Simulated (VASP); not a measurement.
Crystal: Si.

```
Si
1.0
    -2.37137    2.37137    1.32927
     2.37137   -2.37137    1.32927
     2.37137    2.37137   -1.32927
Si
2
Direct
  0.25000 0.75000 0.50000
  0.50000 0.50000 0.00000
```

```yaml
Program: VASP 6.6.1
Task: relaxation of cell and atoms
Functional: PBEsol
Potentials_or_basis: VASP PAW PBE potentials, release 64 (Si)
Cutoff: 600 eV
k_mesh: 18 × 18 × 18
Occupations: fermi-dirac, width 0.1 eV
Spin: no spin polarisation
```

At the start: pressure 0.9 GPa; volume 14.95 Å³/atom.

**Question.** How do energy, volume and symmetry change on relaxing?

**Answer.** Over 7 steps the energy falls by 2.5 meV/atom and the volume is 15.04 Å³/atom (+0.6 %); space group I4_1/amd (No. 141, to 0.1 Å) before and after.

Step by step:
| step | energy change (eV) | largest force (eV/Å) | pressure (GPa) | volume (Å³) |
| --- | --- | --- | --- | --- |
| 1 | 0.0000 | 0.0000 | 0.95 | 29.90 |
| 2 | -0.0036 | 0.0000 | -0.69 | 30.28 |
| 3 | -0.0036 | 0.0000 | -0.81 | 30.31 |
| 4 | -0.0050 | 0.0000 | -0.21 | 30.12 |
| 5 | -0.0050 | 0.0000 | -0.18 | 30.11 |
| 6 | -0.0050 | 0.0000 | 0.07 | 30.05 |
| 7 | -0.0050 | 0.0000 | 0.00 | 30.07 |

Final structure:
```yaml
crystal:
  lattice:
    - [-2.39469, 2.39469, 1.31095]
    - [2.39469, -2.39469, 1.31095]
    - [2.39469, 2.39469, -1.31095]
  atoms:
    - { symbol: Si, position: [0.25000, 0.75000, 0.50000] }
    - { symbol: Si, position: [0.50000, 0.50000, 0.00000] }
```

Caveat: the PAW data sets were made with another functional, which shifts forces and pressure a little.
